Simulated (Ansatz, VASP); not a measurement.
# Ga3As2: VASP beside Ansatz

```
CELL_PARAMETERS angstrom
4.36707 0.00000 0.00000
-2.18354 3.78200 0.00000
0.00000 0.00000 6.68688
ATOMIC_POSITIONS crystal
Ga 0.00000 0.00000 0.00000
Ga 0.33333 0.66667 0.64463
Ga 0.66667 0.33333 0.35537
As 0.33333 0.66667 0.24320
As 0.66667 0.33333 0.75680
```

Alike in both runs: functional PBE; k mesh 12 × 12 × 6; occupations gaussian, width 0.1 eV; no spin polarisation.

Ansatz relaxed the structure, and its values are those at the end. VASP's run is a single point on that final structure, the one shown.

|  | VASP | Ansatz |
| --- | --- | --- |
| version | VASP 6.6.1 | Ansatz 0.2.0 |
| potentials or method | VASP PAW PBE potentials, release 64 (Ga_d, As), cutoff 520 eV | scalar-relativistic, plane waves, PAW |
| valence electrons in the cell | 49 | 69 |

|  | VASP | Ansatz | Ansatz less VASP |
| --- | --- | --- | --- |
| gap on the k mesh at the Fermi level (eV) | none | none | - |
| pressure (GPa) | 0.1 | 0.0 | -0.14 |
| rms of the force components (eV/Å) | 0.008 | 0.002 | -0.0060 |

A gap of «none» marks a metal or a gap that the smearing closes. With one functional, cell and mesh, what is left measures potentials, basis and numerics. VASP's potentials hold 49 valence electrons a cell and Ansatz's 69, so a difference there can come from the potentials and not from the codes.
